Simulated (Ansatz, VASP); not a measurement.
One calculation of CdTe2Pb3, two programs

```
Cd Te Pb
1.0
     6.19258    0.00000    0.00000
    -3.09629    5.36293    0.00000
     0.00000    0.00000    5.37518
Cd Te Pb
1 2 3
Direct
  0.00000 0.00000 0.50000
  0.33333 0.66667 0.00000
  0.66667 0.33333 0.00000
  0.40281 0.00000 0.50000
  0.00000 0.40281 0.50000
  0.59719 0.59719 0.50000
```

Alike in both runs: task relaxation of cell and atoms; functional PBE; k mesh 3 × 3 × 3; occupations gaussian, width 0.2 eV; no spin polarisation.

|  | VASP | Ansatz |
| --- | --- | --- |
| version | VASP 6.6.1 | Ansatz 0.2.0 |
| potentials or method | VASP PAW PBE potentials, release 64 (Cd, Te, Pb_d), cutoff 600 eV | scalar-relativistic, plane waves, PAW |
| valence electrons in the cell | 66 | 94 |

Ansatz gave:

* gap on the k mesh at the Fermi level, each at its own relaxed structure (eV): none
* relaxed volume (Å³/atom): 37.69
* relaxed length of the cell vector where the two differ most in proportion (Å): 7.477

Problem. What did VASP give for the same quantities?

Solution. gap on the k mesh at the Fermi level, each at its own relaxed structure (eV): none; relaxed volume (Å³/atom): 38.49; relaxed length of the cell vector where the two differ most in proportion (Å): 7.591.

A gap of «none» marks a metal or a gap that the smearing closes. VASP's potentials hold 66 valence electrons a cell and Ansatz's 94, so a difference there can come from the potentials and not from the codes.

The k mesh is coarse, so the values compare programs but aren't converged. Spin-orbit coupling is off throughout. Noted on VASP's run: the volume moved by over 15 % at a fixed basis, so the end points are rough.
